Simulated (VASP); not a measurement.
# Mg2ZnS3 (P-4m2) in VASP: further runs

Runs on Mg2ZnS3. Level: PBE. Tasks: single point.

Program: VASP 6.6.1. These are calculated values, not measurements. Logs are shortened: lines on timing, memory, paths and dates and some standing lists are left out, and cuts for length are marked.

### Step 1. The cell of the first run

It takes space group P-4m2 (No. 115, tetragonal). The conventional cell has a = 3.638 Å, b = 3.638 Å, c = 8.080 Å, α = 90.00°, β = 90.00°, γ = 90.00°. Within 3.6 Å of Mg (site symmetry 2mm) lie 7 S at 2.76 to 2.88 Å and 2 Zn at 2.78 Å. Within 3.4 Å of Zn (site symmetry -4m2) lie 4 S at 2.57 Å and 4 Mg at 2.78 Å. S (site symmetry 2mm) has 5 Mg at 2.76 to 2.88 Å and 6 S at 3.19 to 3.59 Å and 2 Zn at 3.59 Å within 3.6 Å. S (site symmetry -4m2) has 4 Zn at 2.57 Å and 4 Mg at 2.78 Å within 3.4 Å.

### Step 2. Single point, PBE

The input, INCAR:

```
PREC = Accurate
ENCUT = 520
EDIFF = 1E-6
ISMEAR = 0
SIGMA = 0.1
LREAL = False
LASPH = True
NELM = 60
ALGO = Normal
ISIF = 2
LWAVE = False
LCHARG = False
GGA = PE
NBANDS = 26
```

The input, KPOINTS:

```
Automatic mesh
0
Gamma
  6 6 2
```

The input, POSCAR:

```
Mg2ZnS3
1.0
    3.6375256800      0.0000000000      0.0000000000
    0.0000000000      3.6375256800      0.0000000000
    0.0000000000      0.0000000000      8.0804350200
Mg Zn S
2 1 3
Direct
    0.5000000000      0.0000000000      0.7398749000
    0.0000000000      0.5000000000      0.2601251000
    0.5000000000      0.5000000000      0.0000000000
    0.5000000000      0.0000000000      0.3835413500
    0.0000000000      0.5000000000      0.6164586500
    0.0000000000      0.0000000000      0.0000000000
```

Potentials or basis: VASP PAW PBE potentials, release 64 (Mg, Zn, S).

The run is started by

```console
> cat potpaw_PBE.64/Mg/POTCAR potpaw_PBE.64/Zn/POTCAR potpaw_PBE.64/S/POTCAR > POTCAR
> mpirun -np 1 vasp_std > vasp.out
```

OUTCAR:

```text
PREC = Accurate
   ENCUT = 520
   EDIFF = 1E-6
   ISMEAR = 0
   LREAL = False
   LASPH = True
   NELM = 60
   ISIF = 2
   GGA = PE

 ion  position               nearest neighbor table
   1  0.500  0.000  0.740-   5 2.76   5 2.76   5 2.76   5 2.76   3 2.78   6 2.78   6 2.78   3 2.78
                             4 2.88
   2  0.000  0.500  0.260-   4 2.76   4 2.76   4 2.76   4 2.76   6 2.78   3 2.78   6 2.78   3 2.78
                             5 2.88
   3  0.500  0.500  0.000-   6 2.57   6 2.57   6 2.57   6 2.57   2 2.78   2 2.78   1 2.78   1 2.78

   4  0.500  0.000  0.384-   2 2.76   2 2.76   2 2.76   2 2.76   1 2.88
   5  0.000  0.500  0.616-   1 2.76   1 2.76   1 2.76   1 2.76   2 2.88
   6  0.000  0.000  0.000-   3 2.57   3 2.57   3 2.57   3 2.57   2 2.78   1 2.78   1 2.78   2 2.78

  LATTYP: Found a simple tetragonal cell.
 ALAT       =     3.6375256800
 C/A-ratio  =     2.2214097524

  Lattice vectors:

 A1 = (   3.6375256800,   0.0000000000,   0.0000000000)
 A2 = (   0.0000000000,   3.6375256800,   0.0000000000)
 A3 = (   0.0000000000,   0.0000000000,   8.0804350200)

Analysis of symmetry for initial positions (statically):
=====================================================================
 Subroutine PRICEL returns:
 Original cell was already a primitive cell.

 Routine SETGRP: Setting up the symmetry group for a
 simple tetragonal supercell.

 Subroutine GETGRP returns: Found  8 space group operations
 (whereof  8 operations were pure point group operations)
 out of a pool of 16 trial point group operations.

The static configuration has the point symmetry D_2d.

Analysis of symmetry for dynamics (positions and initial velocities):
=====================================================================
 Subroutine PRICEL returns:
 Original cell was already a primitive cell.

 Routine SETGRP: Setting up the symmetry group for a
 simple tetragonal supercell.

 Subroutine GETGRP returns: Found  8 space group operations
 (whereof  8 operations were pure point group operations)
 out of a pool of 16 trial point group operations.

The dynamic configuration has the point symmetry D_2d.

 Subroutine INISYM returns: Found  8 space group operations
 (whereof  8 operations are pure point group operations),
 and found     1 'primitive' translations

----------------------------------------------------------------------------------------

                                     Primitive cell

  volume of cell :     106.9170

  direct lattice vectors                    reciprocal lattice vectors
     3.637525680  0.000000000  0.000000000     0.274912149  0.000000000  0.000000000
     0.000000000  3.637525680  0.000000000     0.000000000  0.274912149  0.000000000
     0.000000000  0.000000000  8.080435020     0.000000000  0.000000000  0.123755713

  length of vectors
     3.637525680  3.637525680  8.080435020     0.274912149  0.274912149  0.123755713

  position of ions in fractional coordinates (direct lattice)
     0.500000000  0.000000000  0.739874900
     0.000000000  0.500000000  0.260125100
     0.500000000  0.500000000  0.000000000
     0.500000000  0.000000000  0.383541350
     0.000000000  0.500000000  0.616458650
     0.000000000  0.000000000  0.000000000

  ion indices of the primitive-cell ions
   primitive index   ion index
                 1           1
                 2           2
                 3           3
                 4           4
                 5           5
                 6           6

----------------------------------------------------------------------------------------

 KPOINTS: Automatic mesh

Automatic generation of k-mesh.
 Grid dimensions read from file:
 generate k-points for:    6    6    2

 Generating k-lattice:

  Cartesian coordinates                     Fractional coordinates (reciprocal lattice)
     0.045818691  0.000000000  0.000000000     0.166666667  0.000000000  0.000000000
     0.000000000  0.045818691  0.000000000     0.000000000  0.166666667  0.000000000
     0.000000000  0.000000000  0.061877857     0.000000000  0.000000000  0.500000000

  Length of vectors
     0.045818691  0.045818691  0.061877857

  Shift w.r.t. Gamma in fractional coordinates (k-lattice)
     0.000000000  0.000000000  0.000000000

 Subroutine IBZKPT returns following result:
 ===========================================

 Found     20 irreducible k-points:

 Following reciprocal coordinates:
            Coordinates               Weight
  0.000000  0.000000  0.000000      1.000000
  0.166667  0.000000  0.000000      4.000000
  0.333333  0.000000  0.000000      4.000000
  0.500000  0.000000  0.000000      2.000000
  0.166667  0.166667  0.000000      4.000000
  0.333333  0.166667  0.000000      8.000000
[... 12 lines left out ...]
  0.500000  0.333333  0.500000      4.000000
  0.500000  0.500000  0.500000      1.000000
   k-points           NKPTS =     20   k-points in BZ     NKDIM =     20   number of bands    NBANDS=     26
   number of dos      NEDOS =    301   number of ions     NIONS =      6
   total plane-waves  NPLWV =  47040
   dimension x,y,z NGX =    28 NGY =   28 NGZ =   60
   dimension x,y,z NGXF=    56 NGYF=   56 NGZF=  120
   ions per type =               2   1   3
   NGX,Y,Z   is equivalent  to a cutoff of  12.80, 12.80, 12.34 a.u.
   NGXF,Y,Z  is equivalent  to a cutoff of  25.59, 25.59, 24.69 a.u.
 SYSTEM =  unknown system
   PREC   = accura    normal or accurate (medium, high low for compatibility)
   ISTART =      0    job   : 0-new  1-cont  2-samecut
   ICHARG =      2    charge: 1-file 2-atom 10-const
   ISPIN  =      1    spin polarized calculation?
   LNONCOLLINEAR =      F non collinear calculations
   LSORBIT =      F    spin-orbit coupling
   LASPH  =      T    aspherical Exc in radial PAW
   ENCUT  =  520.0 eV  38.22 Ry    6.18 a.u.   6.76  6.76 15.02*2*pi/ulx,y,z
   NELM   =     60;   NELMIN=  2; NELMDL= -5     # of ELM steps
   EDIFF  = 0.1E-05   stopping-criterion for ELM
   LREAL  =      F    real-space projection
   EDIFFG = 0.1E-04   stopping-criterion for IOM
   NSW    =      0    number of steps for IOM
   IBRION =     -1    ionic relax: 0-MD 1-quasi-New 2-CG
   NFREE  =      0    steps in history (QN), initial steepest desc. (CG)
   ISIF   =      2    stress and relaxation
   ISYM   =      2    0-nonsym 1-usesym 2-fastsym
   POTIM  = 0.5000    time-step for ionic-motion
   TEBEG  =    0.0;   TEEND  =   0.0 temperature during run
   PSTRESS=    0.0 pullay stress
   NELECT =      34.0000    total number of electrons
   NUPDOWN=      -1.0000    fix difference up-down
   EMIN   =  10.00;   EMAX   =-10.00  energy-range for DOS
   EFERMI =   0.00;   METHOD = LEGACY
   ISMEAR =     0;   SIGMA  =   0.10  broadening in eV -4-tet -1-fermi 0-gaus
   EFERMI_NEDOS =   21; number of points for ismear=-14 and -15
   IALGO  =     38    algorithm
   IMIX   =      4    mixing-type and parameters
     AMIX     =   0.40;   BMIX     =  1.00
     AMIX_MAG =   1.60;   BMIX_MAG =  1.00
  volume/ion in A,a.u.               =      17.82       120.25
  Fermi-wavevector in a.u.,A,eV,Ry     =   1.117426  2.111629 16.988796  1.248641
  Thomas-Fermi vector in A             =   2.254049
   LORBIT       =      0    0 simple, 1 ext, 2 COOP (PROOUT), +10 PAW based schemes
   GGA     = PE    functional components
   LHFCALC =     F    Hartree Fock is set to
   AEXX    =    0.0000 exact exchange contribution
   IVDW    =     0    specifies the selected vdW correction
   LEPSILON=     F    determine dielectric tensor
   LRPA    =     F    only Hartree local field effects (RPA)
 non-spin polarized calculation
 Gauss-broadening in eV      SIGMA  =   0.10
  energy-cutoff  :      520.00
  volume of cell :      106.92
 maximum number of plane-waves:      2920
 NGX is ok and might be reduce to    28
   NGX = 13   NGY = 13   NGZ = 31

 number of electron      33.9999998 magnetization

 Free energy of the ion-electron system (eV)
  ---------------------------------------------------
  ext. energy  EPLUGINS =         0.00000000
  ---------------------------------------------------
  free energy    TOTEN  =       -19.42512902 eV

  energy without entropy =      -19.40139605  energy(sigma->0) =      -19.41326253

 E-fermi :   4.2673     XC(G=0): -10.0100

 val. band max:        4.2511545801   @ k =   0.3333   0.0000   0.5000
 cond. band min:       4.2724407801   @ k =   0.3333   0.1667   0.0000
 fundamental gap:      0.0212862001
 Fermi energy:         4.2672846443

 k-point     1 :       0.0000    0.0000    0.0000
  band No.  band energies     occupation
      1     -10.0901      2.00000
      2      -8.3760      2.00000
      3      -6.8941      2.00000
      4      -3.4934      2.00000
      5      -3.3809      2.00000
      6      -3.3701      2.00000
[... 18 lines left out ...]
     25      11.3954      0.00000
     26      12.3235      0.00000

 k-point     2 :       0.1667    0.0000    0.0000
  band No.  band energies     occupation
      1      -9.9182      2.00000
      2      -8.2041      2.00000
      3      -6.8544      2.00000
      4      -3.5084      2.00000
      5      -3.4375      2.00000
      6      -3.4138      2.00000
[... 18 lines left out ...]
     25      11.2745      0.00000
     26      11.7564      0.00000

 k-point     3 :       0.3333    0.0000    0.0000
  band No.  band energies     occupation
      1      -9.5120      2.00000
      2      -7.7505      2.00000
      3      -6.8781      2.00000
      4      -3.7264      2.00000
      5      -3.5932      2.00000
      6      -3.5144      2.00000
[... 456 lines left out ...]
 k-point    19 :       0.5000    0.3333    0.5000
  band No.  band energies     occupation
      1      -8.9941      2.00000
      2      -6.8845      2.00000
      3      -6.8707      2.00000
      4      -3.4908      2.00000
      5      -3.4882      2.00000
      6      -3.4228      2.00000
[... 18 lines left out ...]
     25      11.6959      0.00000
     26      11.7174      0.00000

 k-point    20 :       0.5000    0.5000    0.5000
  band No.  band energies     occupation
      1      -8.8986      2.00000
      2      -6.7485      2.00000
      3      -6.7485      2.00000
      4      -3.4575      2.00000
      5      -3.4575      2.00000
      6      -3.3963      2.00000
[... 18 lines left out ...]
     25      11.7780      0.00000
     26      12.7809      0.00000

------------------------ aborting loop because EDIFF is reached ----------------------------------------

  FORCE on cell =-STRESS in cart. coord.  units (eV):
  Direction    XX          YY          ZZ          XY          YZ          ZX
  --------------------------------------------------------------------------------------
  -------------------------------------------------------------------------------------
  Total       -2.1339981     -2.1339981      1.3301305      0.0000000      0.0000000      0.0000000
  in kB      -31.9784733    -31.9784733     19.9323250      0.0000000      0.0000000      0.0000000
  external PRESSURE =     -14.6748738 kB  Pullay stress =       0.0000000 kB

 VOLUME and BASIS-vectors are now :
 -----------------------------------------------------------------------------
  energy-cutoff  :      520.00
  volume of cell :      106.92
      direct lattice vectors                 reciprocal lattice vectors
     3.637525680  0.000000000  0.000000000     0.274912149  0.000000000  0.000000000
     0.000000000  3.637525680  0.000000000     0.000000000  0.274912149  0.000000000
     0.000000000  0.000000000  8.080435020     0.000000000  0.000000000  0.123755713

 POSITION                                       TOTAL-FORCE (eV/Angst)
 -----------------------------------------------------------------------------------
      1.81876      0.00000      5.97851         0.000000      0.000000     -2.086691
      0.00000      1.81876      2.10192        -0.000000      0.000000      2.086691
      1.81876      1.81876      0.00000         0.000000     -0.000000      0.000000
      1.81876      0.00000      3.09918         0.000000      0.000000     -1.447268
      0.00000      1.81876      4.98125        -0.000000      0.000000      1.447268
      0.00000      0.00000      0.00000         0.000000      0.000000      0.000000
 -----------------------------------------------------------------------------------
    total drift:                                0.000000      0.000000     -0.000000

  FREE ENERGIE OF THE ION-ELECTRON SYSTEM (eV)
  ---------------------------------------------------
  free  energy   TOTEN  =       -19.4251290181 eV

  energy  without entropy=      -19.4013960471  energy(sigma->0) =      -19.41326253
```

Run time: 50 s. Hardware: 1 thread of Intel Xeon Platinum 8259CL at 2.50GHz (Skylake/Cascade Lake), shared host; peak memory 0.23 GiB.

What came out:

```yaml
Free_energy: -19.4251 eV
Pressure: -1.5 GPa
Largest_force: 2.087 eV/Å
Band_gap_on_the_k_mesh: zero (band 17 reaches 4.41 eV, above the bottom of band 18 at 3.09 eV)
```

Forces on the atoms (eV/Å):
```
Mg   0.000  0.000 -2.087
Mg   0.000  0.000  2.087
Zn   0.000  0.000  0.000
S    0.000  0.000 -1.447
S    0.000  0.000  1.447
S    0.000  0.000  0.000
```

Caveat: the k points lie up to 0.39 Å⁻¹ apart; forces of over 1 eV/Å act on the atoms, so gaps and moduli don't describe the material at rest.

### Step 3. Single point, PBE

This run uses another cell than the first one, of 23.19 Å³/atom, 1.301 times its volume.

INCAR, as its differences from that of step 2:

```diff
@@ -2,3 +2,3 @@
 ENCUT = 520
-EDIFF = 1E-6
+EDIFF = 1E-7
 ISMEAR = 0
@@ -7,3 +7,3 @@
 LASPH = True
-NELM = 60
+NELM = 100
 ALGO = Normal
```

The input, KPOINTS:

```
regular mesh
0
Gamma
  6 6 2
```

The input, POSCAR:

```
Mg2ZnS3
1.0
    3.5162698124      0.0000000000      0.0000000000
    0.0000000000      3.5162698124      0.0000000000
    0.0000000000      0.0000000000     11.2515834606
Mg Zn S
2 1 3
Direct
    0.5000000000      0.0000000000      0.6002118638
    0.0000000000      0.5000000000      0.3997881362
    0.5000000000      0.5000000000      0.0000000000
    0.5000000000      0.0000000000      0.3703051046
    0.0000000000      0.5000000000      0.6296948954
    0.0000000000      0.0000000000      0.0000000000
```

Potentials or basis: VASP PAW PBE potentials, release 64 (Mg, Zn, S).

The run is started by

```console
> cat potpaw_PBE.64/Mg/POTCAR potpaw_PBE.64/Zn/POTCAR potpaw_PBE.64/S/POTCAR > POTCAR
> mpirun -np 1 vasp_std > vasp.out
```

OUTCAR:

```text
PREC = Accurate
   ENCUT = 520
   EDIFF = 1E-7
   ISMEAR = 0
   LREAL = False
   LASPH = True
   NELM = 100
   ISIF = 2
   GGA = PE

 ion  position               nearest neighbor table
   1  0.500  0.000  0.600-   5 2.51   5 2.51   5 2.51   5 2.51   4 2.59   2 3.36   2 3.36   2 3.36
                             2 3.36
   2  0.000  0.500  0.400-   4 2.51   4 2.51   4 2.51   4 2.51   5 2.59   1 3.36   1 3.36   1 3.36
                             1 3.36
   3  0.500  0.500  0.000-   6 2.49   6 2.49   6 2.49   6 2.49
   4  0.500  0.000  0.370-   2 2.51   2 2.51   2 2.51   2 2.51   1 2.59
   5  0.000  0.500  0.630-   1 2.51   1 2.51   1 2.51   1 2.51   2 2.59
[... 783 lines left out ...]
  Total       -0.1103145     -0.1103145      0.0274592      0.0000000      0.0000000      0.0000000
  in kB       -1.2704718     -1.2704718      0.3162429      0.0000000      0.0000000      0.0000000
  external PRESSURE =      -0.7415669 kB  Pullay stress =       0.0000000 kB

 VOLUME and BASIS-vectors are now :
 -----------------------------------------------------------------------------
  energy-cutoff  :      520.00
  volume of cell :      139.12
      direct lattice vectors                 reciprocal lattice vectors
     3.516269812  0.000000000  0.000000000     0.284392283  0.000000000  0.000000000
     0.000000000  3.516269812  0.000000000     0.000000000  0.284392283  0.000000000
     0.000000000  0.000000000 11.251583461     0.000000000  0.000000000  0.088876379

 POSITION                                       TOTAL-FORCE (eV/Angst)
 -----------------------------------------------------------------------------------
      1.75813      0.00000      6.75333        -0.000000      0.000000     -0.018164
      0.00000      1.75813      4.49825        -0.000000      0.000000      0.018164
      1.75813      1.75813      0.00000        -0.000000     -0.000000      0.000000
      1.75813      0.00000      4.16652         0.000000      0.000000     -0.000608
      0.00000      1.75813      7.08506        -0.000000      0.000000      0.000608
      0.00000      0.00000      0.00000        -0.000000      0.000000      0.000000
 -----------------------------------------------------------------------------------
    total drift:                                0.000000      0.000000     -0.000000

  FREE ENERGIE OF THE ION-ELECTRON SYSTEM (eV)
  ---------------------------------------------------
  free  energy   TOTEN  =       -22.1038908922 eV

  energy  without entropy=      -22.1000907781  energy(sigma->0) =      -22.10199084
```

It took 95 s on 1 thread of Intel Xeon Platinum 8259CL at 2.50GHz (Skylake/Cascade Lake), shared host; peak memory 0.27 GiB.

Results:

```
Free energy            : -22.1039 eV
Pressure               : -0.1 GPa
Largest force          : 0.018 eV/Å
Band gap on the k mesh : zero (band 17 reaches 1.91 eV, above the bottom of band 18 at 1.09 eV)
```

Forces on the atoms (eV/Å):
```
Mg   0.000  0.000 -0.018
Mg   0.000  0.000  0.018
Zn   0.000  0.000  0.000
S    0.000  0.000 -0.001
S    0.000  0.000  0.001
S    0.000  0.000  0.000
```

Levels at points of the mesh, in eV from the Fermi level:
```tsv
k point	band 15	band 16	band 17	band 18	band 19	band 20
(0.00, 0.00, 0.00)	-1.41	-0.90	-0.90	0.50	3.08	3.73
(0.50, 0.00, 0.00)	-0.86	-0.85	0.01	2.63	4.27	4.78
(0.50, 0.50, 0.00)	-1.74	-1.74	-1.08	-0.81	2.62	2.62
(0.00, 0.00, 0.50)	-1.55	-0.90	-0.90	0.59	3.18	3.73
(0.50, 0.00, 0.50)	-0.86	-0.85	0.01	2.88	4.03	4.13
(0.50, 0.50, 0.50)	-1.73	-1.73	-1.07	-0.82	2.60	2.60
```
